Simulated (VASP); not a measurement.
Here is a VASP 6.6.1 calculation.

Contents of INCAR:

```
SYSTEM = SiW3
PREC = Accurate
ENCUT = 520
EDIFF = 1E-6
ISMEAR = 0
SIGMA = 0.1
LREAL = .FALSE.
LASPH = .TRUE.
NELM = 80
ALGO = Fast
ISIF = 2
LWAVE = .FALSE.
LCHARG = .FALSE.
GGA = PE
NBANDS = 31
```

Contents of KPOINTS:

```
Automatic mesh
0
G
  16 16 16
  0 0 0
```

POSCAR

```
SiW3
1.0
   -1.9349090040      1.9349090040      4.1038346127
    1.9349090040     -1.9349090040      4.1038346127
    1.9349090040      1.9349090040     -4.1038346127
Si W
1 3
Direct
    0.0000000000      0.0000000000      0.0000000000
    0.5000000000      0.5000000000      0.0000000000
    0.2500000000      0.7500000000      0.5000000000
    0.7500000000      0.2500000000      0.5000000000
```

Potentials or basis: VASP PAW PBE potentials, release 64 (Si, W_sv).

Launch:

```bash
$ cat potpaw_PBE.64/Si/POTCAR potpaw_PBE.64/W_sv/POTCAR > POTCAR
$ mpirun -np 1 vasp_std > vasp.out
```

What does it give for the pressure?

0.4 GPa.

Estimate the band gap on the k mesh.

zero (bands 23 and 24 overlap by 1.01 eV).

Stress tensor (GPa, compression positive):
```
0.42 0.00 0.00
0.00 0.42 0.00
0.00 0.00 0.33
```

Caveat: spin-orbit coupling is left out, which moves the levels of the heavy elements.
